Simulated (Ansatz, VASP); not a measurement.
One calculation of MgO, two programs

```
Mg O
1.0
     0.00000    2.05419    2.05419
     2.05419    0.00000    2.05419
     2.05419    2.05419    0.00000
Mg O
1 1
Direct
  0.00000 0.00000 0.00000
  0.50000 0.50000 0.50000
```

Change from the starting cell: volume scaled by 0.94.

Alike in both runs: task single point; functional PBEsol; k mesh 11 × 11 × 11; occupations fermi-dirac, width 0.05 eV; no spin polarisation.

|  | VASP | Ansatz |
| --- | --- | --- |
| version | VASP 6.6.1 | Ansatz 0.2.0 |
| potentials or method | VASP PAW PBE potentials, release 64 (Mg, O), cutoff 520 eV | all-electron LAPW, scalar-relativistic |

|  | VASP | Ansatz | Ansatz less VASP |
| --- | --- | --- | --- |
| gap on the k mesh at the Fermi level (eV) | 5.39 | 5.39 | -0.002 |
| least direct gap on the mesh (eV) | 5.39 | 5.39 | -0.002 |
| pressure (GPa) | 13.7 | 14.1 | +0.43 |

VASP's potentials were made for PBE, not for PBEsol. Ansatz ran all-electron here, and VASP with PAW potentials.
